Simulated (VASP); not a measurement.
# AlNi5 (P4/mmm) in VASP: a series of runs

The runs below take AlNi5 through single point, relaxation of cell and atoms, with PBE.

All numbers are computed with VASP 6.6.1; they aren't measurements. Logs are shortened: lines on timing, memory, paths and dates and some standing lists are left out, and cuts for length are marked.

### Step 1. The cell of the first run

The structure is tetragonal, space group P4/mmm (No. 123). Conventional cell: a = 2.495 Å, b = 2.495 Å, c = 10.584 Å, α = 90.00°, β = 90.00°, γ = 90.00°. Al (site symmetry 4/mmm) has 4 Al at 2.49 Å and 8 Ni at 2.49 Å within 3.3 Å. Ni (site symmetry 4mm) has 8 Ni at 2.49 Å and 4 Al at 2.49 Å within 3.3 Å. Ni (site symmetry 4mm) has 12 Ni at 2.49 Å within 3.3 Å. Within 3.3 Å of Ni (site symmetry 4/mmm) lie 12 Ni at 2.49 Å.

### Step 2. Single point, PBE, collinear spin, ferromagnetic start

File INCAR:

```
  PREC = Accurate
  ENCUT = 520
  EDIFF = 1E-6
  ISMEAR = 0
  SIGMA = 0.1
  LREAL = False
  LASPH = True
  NELM = 150
  ALGO = Normal
  ISIF = 2
  LWAVE = False
  LCHARG = False
  ISPIN = 2
  MAGMOM = 0 2 2 2 2 2
  LORBIT = 11
  LMAXMIX = 4
  GGA = PE
  NBANDS = 40
```

File KPOINTS:

```
Automatic mesh
0
Gamma
  6 6 2
```

File POSCAR:

```
AlNi5
1.0
    2.4945662400      0.0000000000      0.0000000000
    0.0000000000      2.4945662400      0.0000000000
    0.0000000000      0.0000000000     10.5835482100
Al Ni
1 5
Direct
    0.0000000000      0.0000000000      0.0000000000
    0.5000000000      0.5000000000      0.1666666700
    0.0000000000      0.0000000000      0.3333333300
    0.5000000000      0.5000000000      0.5000000000
    0.0000000000      0.0000000000      0.6666666700
    0.5000000000      0.5000000000      0.8333333300
```

Potentials or basis: VASP PAW PBE potentials, release 64 (Al, Ni).

The run is started by

```sh
cat potpaw_PBE.64/Al/POTCAR potpaw_PBE.64/Ni/POTCAR > POTCAR
mpirun -np 1 vasp_std > vasp.out
```

OUTCAR:

```text
PREC = Accurate
   ENCUT = 520
   EDIFF = 1E-6
   ISMEAR = 0
   LREAL = False
   LASPH = True
   NELM = 150
   ISIF = 2
   ISPIN = 2
   LORBIT = 11
   GGA = PE

 ion  position               nearest neighbor table
   1  0.000  0.000  0.000-   2 2.49   6 2.49   2 2.49   6 2.49   2 2.49   6 2.49   2 2.49   6 2.49

   2  0.500  0.500  0.167-   3 2.49   3 2.49   3 2.49   3 2.49   1 2.49   1 2.49   1 2.49   1 2.49

   3  0.000  0.000  0.333-   2 2.49   2 2.49   2 2.49   2 2.49   4 2.49   4 2.49   4 2.49   4 2.49

   4  0.500  0.500  0.500-   3 2.49   5 2.49   3 2.49   5 2.49   3 2.49   5 2.49   3 2.49   5 2.49

   5  0.000  0.000  0.667-   6 2.49   6 2.49   6 2.49   6 2.49   4 2.49   4 2.49   4 2.49   4 2.49

   6  0.500  0.500  0.833-   5 2.49   5 2.49   5 2.49   5 2.49   1 2.49   1 2.49   1 2.49   1 2.49

  LATTYP: Found a simple tetragonal cell.
 ALAT       =     2.4945662400
 C/A-ratio  =     4.2426406805

  Lattice vectors:

 A1 = (   2.4945662400,   0.0000000000,   0.0000000000)
 A2 = (   0.0000000000,   2.4945662400,   0.0000000000)
 A3 = (   0.0000000000,   0.0000000000,  10.5835482100)

Analysis of symmetry for initial positions (statically):
=====================================================================
 Subroutine PRICEL returns:
 Original cell was already a primitive cell.

 Routine SETGRP: Setting up the symmetry group for a
 simple tetragonal supercell.

 Subroutine GETGRP returns: Found 16 space group operations
 (whereof 16 operations were pure point group operations)
 out of a pool of 16 trial point group operations.

The static configuration has the point symmetry D_4h.

Analysis of symmetry for dynamics (positions and initial velocities):
=====================================================================
 Subroutine PRICEL returns:
 Original cell was already a primitive cell.

 Routine SETGRP: Setting up the symmetry group for a
 simple tetragonal supercell.

 Subroutine GETGRP returns: Found 16 space group operations
 (whereof 16 operations were pure point group operations)
 out of a pool of 16 trial point group operations.

The dynamic configuration has the point symmetry D_4h.

Analysis of structural, dynamic, and magnetic symmetry:
=====================================================================
 Subroutine PRICEL returns:
 Original cell was already a primitive cell.

 Routine SETGRP: Setting up the symmetry group for a
 simple tetragonal supercell.

 Subroutine GETGRP returns: Found 16 space group operations
 (whereof 16 operations were pure point group operations)
 out of a pool of 16 trial point group operations.

The overall configuration has the point symmetry D_4h.

 Subroutine INISYM returns: Found 16 space group operations
 (whereof 16 operations are pure point group operations),
 and found     1 'primitive' translations

----------------------------------------------------------------------------------------

                                     Primitive cell

  volume of cell :      65.8599

  direct lattice vectors                    reciprocal lattice vectors
     2.494566240  0.000000000  0.000000000     0.400871295  0.000000000  0.000000000
     0.000000000  2.494566240  0.000000000     0.000000000  0.400871295  0.000000000
     0.000000000  0.000000000 10.583548210     0.000000000  0.000000000  0.094486271

  length of vectors
     2.494566240  2.494566240 10.583548210     0.400871295  0.400871295  0.094486271

  position of ions in fractional coordinates (direct lattice)
     0.000000000  0.000000000  0.000000000
     0.500000000  0.500000000  0.166666670
     0.000000000  0.000000000  0.333333330
     0.500000000  0.500000000  0.500000000
     0.000000000  0.000000000  0.666666670
     0.500000000  0.500000000  0.833333330

  ion indices of the primitive-cell ions
   primitive index   ion index
                 1           1
                 2           2
                 3           3
                 4           4
                 5           5
                 6           6
[... 32 lines left out ...]
[... 39 lines left out ...]
  volume of cell :       65.86
 maximum number of plane-waves:      1819
 NGX is ok and might be reduce to    20
   NGX =  9   NGY =  9   NGZ = 39

 number of electron      53.0000000 magnetization      10.0000000

 number of electron      52.9999975 magnetization       1.4883967

 Free energy of the ion-electron system (eV)
  ---------------------------------------------------
  ext. energy  EPLUGINS =         0.00000000
  ---------------------------------------------------
  free energy    TOTEN  =       -32.14713869 eV

  energy without entropy =      -32.11148267  energy(sigma->0) =      -32.12931068

 E-fermi :   9.8054     XC(G=0): -12.9568

 val. band max:        9.8013252889   @ k =   0.1667   0.0000   0.0000
 cond. band min:       9.8079865561   @ k =   0.5000   0.0000   0.5000
 fundamental gap:      0.0066612672
 Fermi energy:         9.8053604783

 spin component 1

 k-point     1 :       0.0000    0.0000    0.0000
  band No.  band energies     occupation
      1      -1.1419      1.00000
      2       1.6042      1.00000
      3       1.8096      1.00000
      4       4.5573      1.00000
      5       4.8660      1.00000
      6       5.4918      1.00000
[... 809 lines left out ...]
     37      19.1156      0.00000
     38      19.2815      0.00000
 Fermi energy:         9.8053604783

 spin component 2

 k-point     1 :       0.0000    0.0000    0.0000
  band No.  band energies     occupation
      1      -1.1793      1.00000
      2       1.5703      1.00000
      3       1.7782      1.00000
      4       4.5687      1.00000
      5       4.8979      1.00000
      6       5.6118      1.00000
[... 809 lines left out ...]
     37      19.2453      0.00000
     38      19.4539      0.00000
 [bands above 38 left out]

------------------------ aborting loop because EDIFF is reached ----------------------------------------

  FORCE on cell =-STRESS in cart. coord.  units (eV):
  Direction    XX          YY          ZZ          XY          YZ          ZX
  --------------------------------------------------------------------------------------
  -------------------------------------------------------------------------------------
  Total        3.3917484      3.3917484     -0.3581260      0.0000000     -0.0000000      0.0000000
  in kB       82.5111879     82.5111879     -8.7121451      0.0000000     -0.0000000      0.0000000
  external PRESSURE =      52.1034102 kB  Pullay stress =       0.0000000 kB

 VOLUME and BASIS-vectors are now :
 -----------------------------------------------------------------------------
  energy-cutoff  :      520.00
  volume of cell :       65.86
      direct lattice vectors                 reciprocal lattice vectors
     2.494566240  0.000000000  0.000000000     0.400871295  0.000000000  0.000000000
     0.000000000  2.494566240  0.000000000     0.000000000  0.400871295  0.000000000
     0.000000000  0.000000000 10.583548210     0.000000000  0.000000000  0.094486271

 POSITION                                       TOTAL-FORCE (eV/Angst)
 -----------------------------------------------------------------------------------
      0.00000      0.00000      0.00000         0.000000     -0.000000      0.000000
      1.24728      1.24728      1.76392        -0.000000      0.000000     -0.233296
      0.00000      0.00000      3.52785        -0.000000     -0.000000      0.300635
      1.24728      1.24728      5.29177         0.000000     -0.000000      0.000000
      0.00000      0.00000      7.05570         0.000000      0.000000     -0.300635
      1.24728      1.24728      8.81962         0.000000      0.000000      0.233296
 -----------------------------------------------------------------------------------
    total drift:                               -0.000000     -0.000000     -0.000000

  FREE ENERGIE OF THE ION-ELECTRON SYSTEM (eV)
  ---------------------------------------------------
  free  energy   TOTEN  =       -32.1471386882 eV

  energy  without entropy=      -32.1114826659  energy(sigma->0) =      -32.12931068

 total charge

# of ion       s       p       d       tot
------------------------------------------
    1        0.410   0.459   0.000   0.869
    2        0.501   0.540   8.401   9.442
    3        0.492   0.483   8.329   9.304
    4        0.493   0.488   8.308   9.289
    5        0.492   0.483   8.329   9.304
    6        0.501   0.540   8.401   9.442
--------------------------------------------------
tot          2.890   2.993  41.769  47.652

 magnetization (x)

# of ion       s       p       d       tot
------------------------------------------
    1       -0.001  -0.007   0.000  -0.008
    2       -0.005  -0.014   0.069   0.050
    3       -0.006  -0.017   0.450   0.427
    4       -0.006  -0.021   0.630   0.604
    5       -0.006  -0.017   0.450   0.427
    6       -0.005  -0.014   0.069   0.050
--------------------------------------------------
tot         -0.028  -0.090   1.668   1.550
```

It took 70 s on 1 thread of Intel Xeon 6975P-C (Granite Rapids), shared host; peak memory 0.24 GiB.

What came out:

| Property | Result |
| --- | --- |
| Free energy | -32.1471 eV |
| Pressure | 5.2 GPa |
| Largest force | 0.301 eV/Å |
| Net moment | 1.49 μB per cell |
| Site moments | Al -0.01; Ni +0.05, +0.43, +0.60 μB |
| Valence electrons inside the program's atomic spheres | Al 0.87; Ni 9.44, 9.30, 9.29 |

Forces on the atoms (eV/Å):
```
Al   0.000  0.000  0.000
Ni   0.000  0.000 -0.233
Ni   0.000  0.000  0.301
Ni   0.000  0.000  0.000
Ni   0.000  0.000 -0.301
Ni   0.000  0.000  0.233
```

Levels at points of the mesh, in eV from the Fermi level:
Spin up:
```tsv
k point	band 23	band 24	band 25	band 26	band 27	band 28	band 29	band 30	band 31	band 32
(0.00, 0.00, 0.00)	-0.86	-0.86	-0.84	-0.71	-0.48	-0.46	-0.46	-0.40	1.63	6.86
(0.50, 0.00, 0.00)	-0.85	-0.81	-0.56	-0.52	-0.06	0.25	0.54	0.93	1.04	2.91
(0.50, 0.50, 0.00)	-0.19	-0.12	-0.12	0.81	0.81	2.89	3.90	3.90	4.27	4.27
(0.00, 0.00, 0.50)	-0.82	-0.82	-0.70	-0.48	-0.48	-0.48	-0.40	-0.38	0.57	7.98
(0.50, 0.00, 0.50)	-0.81	-0.81	-0.77	-0.58	-0.52	-0.09	0.78	1.00	1.00	2.87
(0.50, 0.50, 0.50)	-0.19	-0.12	-0.12	1.36	1.36	2.68	2.68	2.89	5.32	6.11
```
Spin down:
| k point | band 23 | band 24 | band 25 | band 26 | band 27 | band 28 | band 29 | band 30 |
| --- | --- | --- | --- | --- | --- | --- | --- | --- |
| (0.00, 0.00, 0.00) | -0.67 | -0.46 | -0.46 | -0.42 | -0.19 | 0.04 | 0.17 | 0.17 |
| (0.50, 0.00, 0.00) | -0.64 | -0.35 | 0.01 | 0.03 | 0.21 | 0.56 | 0.62 | 1.24 |
| (0.50, 0.50, 0.00) | 0.37 | 0.37 | 0.38 | 0.81 | 0.81 | 2.88 | 3.98 | 3.98 |
| (0.00, 0.00, 0.50) | -0.44 | -0.44 | -0.42 | -0.31 | -0.19 | 0.04 | 0.16 | 0.16 |
| (0.50, 0.00, 0.50) | -0.61 | -0.46 | -0.35 | 0.00 | 0.03 | 0.31 | 0.84 | 1.32 |
| (0.50, 0.50, 0.50) | 0.37 | 0.37 | 0.38 | 1.54 | 1.54 | 2.64 | 2.64 | 2.88 |

Caveat: the k points lie up to 0.42 Å⁻¹ apart.

### Step 3. Single point, PBE, collinear spin, ferromagnetic start

This run uses another cell than the first one, of 11.27 Å³/atom, 1.027 times its volume.

File INCAR:

```
PREC     = Accurate       # precision mode
ENCUT    = 520            # plane-wave cutoff, eV
EDIFF    = 1E-6           # SCF threshold, eV
ISMEAR   = 0              # smearing method
SIGMA    = 0.1            # smearing width, eV
LREAL    = F              # projectors in reciprocal space
LASPH    = T              # aspherical terms in the spheres
NELM     = 150            # most SCF steps
ALGO     = Fast           # electronic algorithm
ISIF     = 2              # what is computed and relaxed
LWAVE    = F              # write WAVECAR
LCHARG   = T              # write CHGCAR
ISPIN    = 2              # spin polarisation
MAGMOM   = 0 2 2 2 2 2    # initial moments
LORBIT   = 11             # projections on sites
LMAXMIX  = 4              # l up to which the mixer works
GGA      = PE             # functional
LELF     = T              # ELF
LVHAR    = T            
NBANDS   = 40             # bands
```

KPOINTS is that of step 2.

File POSCAR:

```
AlNi5
1.0
    2.5922533877      0.0000000000      0.0000000000
    0.0000000000      2.5922533877      0.0000000000
    0.0000000000      0.0000000000     10.0630801371
Al Ni
1 5
Direct
    0.0000000000      0.0000000000      0.0000000000
    0.5000000000      0.5000000000      0.1658993242
    0.0000000000      0.0000000000      0.3361708971
    0.5000000000      0.5000000000      0.5000000000
    0.0000000000      0.0000000000      0.6638291029
    0.5000000000      0.5000000000      0.8341006758
```

Potentials or basis: VASP PAW PBE potentials, release 64 (Al, Ni).

The run is started by

```sh
cat potpaw_PBE.64/Al/POTCAR potpaw_PBE.64/Ni/POTCAR > POTCAR
mpirun -np 1 vasp_std > vasp.out
```

Run time: 69 s. Hardware: 1 thread of Intel Xeon 6975P-C (Granite Rapids), shared host; peak memory 0.24 GiB.

Results (log left out):

```yaml
Free_energy: -32.2893 eV
Pressure: 0.1 GPa
Largest_force: 0.004 eV/Å
Net_moment: 1.55 μB per cell
Site_moments: Al -0.00; Ni +0.02, +0.48, +0.60 μB
Valence_electrons_inside_the_program's_atomic_spheres: Al 0.85; Ni 9.39, 9.26, 9.27
```

Forces in eV/Å, atoms in the order of the input:
```
Al   0.000  0.000  0.000
Ni   0.000  0.000  0.004
Ni   0.000  0.000 -0.003
Ni   0.000  0.000  0.000
Ni   0.000  0.000  0.003
Ni   0.000  0.000 -0.004
```

Stress tensor (GPa, compression positive):
```
 0.19  0.00  0.00
 0.00  0.19  0.00
 0.00  0.00 -0.13
```

Levels at points of the mesh, in eV from the Fermi level:
Spin up:
```
           k point  band 24  band 25  band 26  band 27  band 28  band 29  band 30  band 31
(0.00, 0.00, 0.00)    -0.94    -0.84    -0.79    -0.59    -0.49    -0.49    -0.48     3.03
(0.50, 0.00, 0.00)    -0.84    -0.50    -0.47    -0.13     0.04     0.50     0.64     0.74
(0.50, 0.50, 0.00)    -0.24    -0.24     0.45     0.45     2.78     3.56     3.56     3.95
(0.00, 0.00, 0.50)    -0.89    -0.84    -0.59    -0.53    -0.53    -0.48     0.65     1.65
(0.50, 0.00, 0.50)    -0.82    -0.72    -0.53    -0.47    -0.26     0.60     0.68     0.72
(0.50, 0.50, 0.50)    -0.24    -0.24     1.29     1.29     2.08     2.08     2.78     4.73
```
Spin down:
```tsv
k point	band 24	band 25	band 26	band 27	band 28	band 29
(0.00, 0.00, 0.00)	-0.57	-0.57	-0.55	-0.30	0.02	0.15
(0.50, 0.00, 0.00)	-0.38	0.06	0.10	0.12	0.45	0.50
(0.50, 0.50, 0.00)	0.16	0.16	0.45	0.45	2.78	3.68
(0.00, 0.00, 0.50)	-0.52	-0.52	-0.30	0.02	0.14	0.14
(0.50, 0.00, 0.50)	-0.45	-0.38	0.09	0.13	0.19	0.61
(0.50, 0.50, 0.50)	0.16	0.16	1.53	1.53	2.05	2.05
```

Caveat: the k points lie up to 0.40 Å⁻¹ apart.

### Step 4. Relaxation of cell and atoms, PBE, collinear spin, ferromagnetic start

File INCAR:

```
SYSTEM = AlNi5
ALGO = Fast
EDIFF = 1E-6
EDIFFG = -0.04
ENCUT = 600
GGA = PE
IBRION = 2
ISIF = 3
ISMEAR = 0
ISPIN = 2
LASPH = .True.
LCHARG = .False.
LMAXMIX = 4
LORBIT = 11
LREAL = .False.
LWAVE = .False.
MAGMOM = 0 2 2 2 2 2
NELM = 150
NSW = 90
PREC = Accurate
SIGMA = 0.1
```

File KPOINTS:

```
k-points
0
Gamma
  6 6 2
  0 0 0
```

File POSCAR:

```
AlNi5
1.0
    2.4945662400      0.0000000000      0.0000000000
    0.0000000000      2.4945662400      0.0000000000
    0.0000000000      0.0000000000     10.5835482100
Al Ni
1 5
Direct
    0.0000000000      0.0000000000      0.0000000000
    0.5000000000      0.5000000000      0.1666666700
    0.0000000000      0.0000000000      0.3333333300
    0.5000000000      0.5000000000      0.5000000000
    0.0000000000      0.0000000000      0.6666666700
    0.5000000000      0.5000000000      0.8333333300
```

The run is started by

```sh
cat potpaw_PBE.64/Al/POTCAR potpaw_PBE.64/Ni/POTCAR > POTCAR
mpirun -np 1 vasp_std > vasp.out
```

It took 6.4 min on 1 thread of Intel Xeon 6975P-C (Granite Rapids), shared host; peak memory 0.26 GiB.

The run converged. Its results:

```yaml
Free_energy: -32.2873 eV
Relaxed_volume: 11.26 Å³/atom
Relaxed_cell: a = 2.597 Å, b = 2.597 Å, c = 10.022 Å, α = 90.00°, β = 90.00°, γ = 90.00°
Space_group_after_relaxing_to_0.05_Å: P4/mmm (No. 123)
Energy_gained_by_relaxing: 23.6 meV/atom
Ionic_steps: 9
Pressure_after_relaxing: 0.1 GPa
Largest_force_after_relaxing: 0.020 eV/Å
Net_moment: 1.55 μB per cell
Site_moments: Al -0.00; Ni +0.02, +0.48, +0.60 μB
Valence_electrons_inside_the_program's_atomic_spheres: Al 0.85; Ni 9.40, 9.26, 9.27
```

Forces in eV/Å, atoms in the order of the input:
```
Al   0.000  0.000  0.000
Ni   0.000  0.000  0.020
Ni   0.000  0.000  0.002
Ni   0.000  0.000  0.000
Ni   0.000  0.000 -0.002
Ni   0.000  0.000 -0.020
```

Stress tensor (GPa, compression positive):
```
0.07 0.00 0.00
0.00 0.07 0.00
0.00 0.00 0.22
```

Step by step:
| step | energy change (eV) | largest force (eV/Å) | pressure (GPa) | volume (Å³) |
| --- | --- | --- | --- | --- |
| 1 | 0.0000 | 0.3004 | 5.10 | 65.86 |
| 2 | -0.0719 | 0.1177 | -4.05 | 69.22 |
| 3 | -0.0756 | 0.1522 | -2.49 | 68.57 |
| 4 | -0.1207 | 0.0400 | -0.71 | 67.89 |
| 5 | -0.1343 | 0.1241 | 0.66 | 67.39 |
| 6 | -0.1352 | 0.1502 | 1.09 | 67.23 |
| 7 | -0.1404 | 0.0819 | -0.56 | 67.85 |
| 8 | -0.1405 | 0.0873 | -0.46 | 67.81 |
| 9 | -0.1415 | 0.0201 | 0.12 | 67.59 |

Final structure:
```
Al Ni
1.0
     2.59688    0.00000    0.00000
     0.00000    2.59688    0.00000
     0.00000    0.00000   10.02204
Al Ni
1 5
Direct
  0.00000 0.00000 0.00000
  0.50000 0.50000 0.16568
  0.00000 0.00000 0.33608
  0.50000 0.50000 0.50000
  0.00000 0.00000 0.66392
  0.50000 0.50000 0.83432
```

Levels at points of the mesh, in eV from the Fermi level:
Spin up:
```
           k point  band 23  band 24  band 25  band 26  band 27  band 28  band 29  band 30  band 31  band 32
(0.00, 0.00, 0.00)    -0.97    -0.92    -0.85    -0.76    -0.60    -0.49    -0.49    -0.48     3.13     8.36
(0.50, 0.00, 0.00)    -0.90    -0.84    -0.50    -0.47    -0.14     0.03     0.49     0.63     0.72     3.17
(0.50, 0.50, 0.00)    -0.46    -0.25    -0.25     0.42     0.42     2.77     3.54     3.54     3.94     3.94
(0.00, 0.00, 0.50)    -0.90    -0.90    -0.85    -0.60    -0.53    -0.53    -0.48     0.73     1.72     9.22
(0.50, 0.00, 0.50)    -0.85    -0.82    -0.72    -0.53    -0.47    -0.27     0.59     0.66     0.71     3.00
(0.50, 0.50, 0.50)    -0.46    -0.25    -0.25     1.28     1.28     2.05     2.05     2.77     4.72     5.83
```
Spin down:
```
           k point  band 22  band 23  band 24  band 25  band 26  band 27  band 28  band 29  band 30  band 31
(0.00, 0.00, 0.00)    -0.66    -0.61    -0.57    -0.57    -0.53    -0.30     0.02     0.15     0.15     3.11
(0.50, 0.00, 0.00)    -0.98    -0.67    -0.38     0.05     0.10     0.13     0.44     0.49     0.96     1.00
(0.50, 0.50, 0.00)    -0.11     0.07     0.15     0.16     0.42     0.42     2.77     3.67     3.67     4.01
(0.00, 0.00, 0.50)    -0.61    -0.54    -0.53    -0.53    -0.30     0.02     0.14     0.14     0.80     1.72
(0.50, 0.00, 0.50)    -0.94    -0.61    -0.45    -0.38     0.09     0.13     0.18     0.60     0.96     1.05
(0.50, 0.50, 0.50)    -0.09     0.07     0.15     0.16     1.53     1.53     2.02     2.02     2.77     4.72
```

Caveat: the k points lie up to 0.40 Å⁻¹ apart in the final cell.

### Step 5. The runs side by side

| task | cell | cutoff (eV) | gap on the mesh (eV) | pressure (GPa) | moment (μB) | largest force (eV/Å) |
| --- | --- | --- | --- | --- | --- | --- |
| single point | a = 2.495, b = 2.495, c = 10.584 Å, 6 atoms | 520 | none | 5.2 | 1.49 | 0.30 |
| single point | a = 2.592, b = 2.592, c = 10.063 Å, 6 atoms | 520 | none | 0.1 | 1.55 | - |
| relaxation of cell and atoms | relaxed from a = 2.495, b = 2.495, c = 10.584 Å, 6 atoms | 600 | none | 0.1 | 1.55 | 0.02 |

Alike in all rows: level PBE; potentials or basis VASP PAW PBE potentials, release 64 (Al, Ni); spin collinear, ferromagnetic start; k mesh 6 × 6 × 2; smearing gaussian 0.1 eV.

Caveats: all runs use coarse meshes.

Absolute energies hang on the potentials; compare differences alone.
